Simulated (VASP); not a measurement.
Here is a VASP 6.6.1 calculation.

File INCAR:

```
SYSTEM = Ge
PREC = Accurate ; ENCUT = 520
EDIFF = 1E-6 ; ISMEAR = 0
SIGMA = 0.1 ; LREAL = .FALSE.
LASPH = .TRUE. ; NELM = 80
ALGO = Normal ; ISIF = 2
LWAVE = .FALSE. ; LCHARG = .TRUE.
GGA = PS ; LELF = .TRUE.
LVHAR = .TRUE. ; NBANDS = 21
```

KPOINTS

```
regular mesh
0
G
  12 12 12
  0 0 0
```

The input POSCAR:

```
Ge
1.0
    0.0000000000      2.7170447269      2.7170447269
    2.7170447269      0.0000000000      2.7170447269
    2.7170447269      2.7170447269      0.0000000000
Ge
2
Direct
    0.5000000000      0.5000000000      0.5000000000
    0.7500000000      0.7500000000      0.7500000000
```

Potentials or basis: VASP PAW PBE potentials, release 64 (Ge_d).

The run is started by

```sh
$ cat potpaw_PBE.64/Ge_d/POTCAR > POTCAR
$ mpirun -np 1 vasp_std > vasp.out
```

Q: What does it give for the pressure?

A: 11.9 GPa.

Q: Estimate the band gap on the k mesh.

A: 0.29 eV, indirect (least direct gap 1.14 eV).

Caveat: the PAW data sets were made with another functional, which shifts forces and pressure a little. A k mesh can miss the band edges.
